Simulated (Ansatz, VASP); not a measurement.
## BN in VASP and in Ansatz

```xyz
48
Lattice="3.7474 -2.1635 -6.6357 3.7474 -2.1635 6.6357 -7.4947 -4.3271 0.0000" Properties=species:S:1:pos:R:3 pbc="T T T"
B     0.0000   -7.2118    1.6589
B    -3.7474   -5.0483    1.6589
B    -1.2491   -5.0483    1.6589
B    -1.2491   -5.0483   -4.9768
B    -2.4982   -2.8847    1.6589
B     1.2491   -5.0483    1.6589
B     3.7474   -5.0483    1.6589
B     0.0000   -2.8847    1.6589
B     2.4982   -2.8847    1.6589
B     2.4982   -2.8847   -4.9768
B     1.2491   -0.7212    1.6589
B     4.9965   -2.8847    1.6589
B    -2.4982   -5.7694   -1.6589
B    -2.4982   -5.7694    4.9768
B    -3.7474   -3.6059   -1.6589
B     0.0000   -5.7694   -1.6589
B     2.4982   -5.7694   -1.6589
B    -1.2491   -3.6059   -1.6589
B     1.2491   -3.6059   -1.6589
B     1.2491   -3.6059    4.9768
B     0.0000   -1.4424   -1.6589
B     3.7474   -3.6059   -1.6589
B     6.2456   -3.6059   -1.6589
B     2.4982   -1.4424   -1.6589
N    -3.7474   -5.0483   -1.6589
N     0.0000   -7.2118   -1.6589
N    -1.2491   -5.0483    4.9768
N    -1.2491   -5.0483   -1.6589
N     1.2491   -5.0483   -1.6589
N    -2.4982   -2.8847   -1.6589
N     0.0000   -2.8847   -1.6589
N     3.7474   -5.0483   -1.6589
N     2.4982   -2.8847    4.9768
N     2.4982   -2.8847   -1.6589
N     4.9965   -2.8847   -1.6589
N     1.2491   -0.7212   -1.6589
N    -2.4982   -5.7694   -4.9768
N    -2.4982   -5.7694    1.6589
N     0.0000   -5.7694    1.6589
N    -3.7474   -3.6059    1.6589
N    -1.2491   -3.6059    1.6589
N     2.4982   -5.7694    1.6589
N     1.2491   -3.6059   -4.9768
N     1.2491   -3.6059    1.6589
N     3.7474   -3.6059    1.6589
N     0.0000   -1.4424    1.6589
N     2.4982   -1.4424    1.6589
N     6.2456   -3.6059    1.6589
```

Alike in both runs: task single point; functional PBE; k mesh 2 × 2 × 2; occupations gaussian, width 0.05 eV; no spin polarisation.

|  | VASP | Ansatz |
| --- | --- | --- |
| version | VASP 6.6.1 | Ansatz 0.2.0 |
| potentials or method | VASP PAW PBE potentials, release 64 (B, N), cutoff 520 eV | scalar-relativistic, plane waves, PAW |
| valence electrons in the cell | 192 | 192 |

|  | VASP | Ansatz | Ansatz less VASP |
| --- | --- | --- | --- |
| gap on the k mesh at the Fermi level (eV) | 4.29 | 4.29 | +0.008 |

Ansatz's warnings: structure snapped to symmetry.

The k mesh is coarse, so the values compare programs but aren't converged.
